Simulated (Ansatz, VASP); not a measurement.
## Bi: VASP beside Ansatz

```xyz
1
Lattice="-1.7109 1.7109 2.1408 1.7109 -1.7109 2.1408 1.7109 1.7109 -2.1408" Properties=species:S:1:pos:R:3 pbc="T T T"
Bi    0.0000    0.0000    0.0000
```

Alike in both runs: task single point; functional PBEsol; dispersion D3(BJ); k mesh 18 × 18 × 18; occupations gaussian, width 0.15 eV; no spin polarisation.

|  | VASP | Ansatz |
| --- | --- | --- |
| version | VASP 6.6.1 | Ansatz 0.2.0 |
| potentials or method | VASP PAW PBE potentials, release 64 (Bi_d), cutoff 520 eV | scalar-relativistic, plane waves, PAW |
| valence electrons in the cell | 15 | 15 |

Ansatz gave:

* gap on the k mesh at the Fermi level (eV): none
* pressure (GPa): 12.4
* traceless stress, the component that is largest in VASP (GPa): -1.60

**Question.** Estimate VASP's values.

**Answer.** gap on the k mesh at the Fermi level (eV): none; pressure (GPa): 12.3; traceless stress, the component that is largest in VASP (GPa): -1.60.

VASP's potentials were made for PBE, not for PBEsol. A gap of «none» marks a metal or a gap that the smearing closes.

Neither program's run includes spin-orbit coupling.
